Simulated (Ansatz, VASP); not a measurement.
**Se in VASP and in Ansatz**

Contents of INCAR:

```
SYSTEM = Se
PREC = Accurate
ENCUT = 520
EDIFF = 1E-7
ISMEAR = -1
SIGMA = 0.08
LREAL = .FALSE.
LASPH = .TRUE.
NELM = 80
ALGO = Normal
ISIF = 2
LWAVE = .FALSE.
LCHARG = .FALSE.
GGA = PE
NBANDS = 13
```

Contents of KPOINTS:

```
Automatic mesh
0
G
  14 14 8
  0 0 0
```

The input POSCAR:

```
Se
1.0
    2.4782198832      0.0000000000      0.0000000000
   -1.2391099416      2.1462013751      0.0000000000
    0.0000000000      0.0000000000      3.7755762236
Se
2
Direct
    0.3333333333      0.6666666667      0.2500000000
    0.6666666667      0.3333333333      0.7500000000
```

Input for Ansatz:

```yaml
crystal:
  lattice:
    - [2.4782198832, 0.0, 0.0]
    - [-1.2391099416, 2.1462013751, 0.0]
    - [0.0, 0.0, 3.7755762236]
  atoms:
    - { symbol: Se, position: [0.3333333333, 0.6666666667, 0.25] }
    - { symbol: Se, position: [0.6666666667, 0.3333333333, 0.75] }
kpoints:
  mp_grid: { grid: [14, 14, 8] }
scf:
  occupations: { method: fermi_dirac, width: 0.08 }
hamiltonian:
  xc: pbe
  pseudopotentials: { kind: all_electron, datasets: crystal }
output:
  forces: true
  stress: true
  eigenvalues: true
```

Change from the starting cell: volume scaled by 0.45, crystal datasets.

Alike in both runs: task single point; functional PBE; k mesh 14 × 14 × 8; occupations fermi-dirac, width 0.08 eV; no spin polarisation.

```csv
,VASP,Ansatz
version,VASP 6.6.1,Ansatz 0.2.0
potentials or method,"VASP PAW PBE potentials, release 64 (Se), cutoff 520 eV","all-electron PAW with datasets made for the crystal, scalar-relativistic"
```

|  | VASP | Ansatz | Ansatz less VASP |
| --- | --- | --- | --- |
| pressure (GPa) | 244.0 | 240.3 | -3.70 |
| traceless stress, the component that is largest in VASP (GPa) | 0.69 | 0.12 | -0.567 |

Both programs put the cell under a high pressure, so it lies far from rest at this level. Ansatz ran all-electron here, and VASP with PAW potentials. Ansatz's warnings: printed levels off.

Noted on VASP's run: the cell as given lies far from equilibrium.
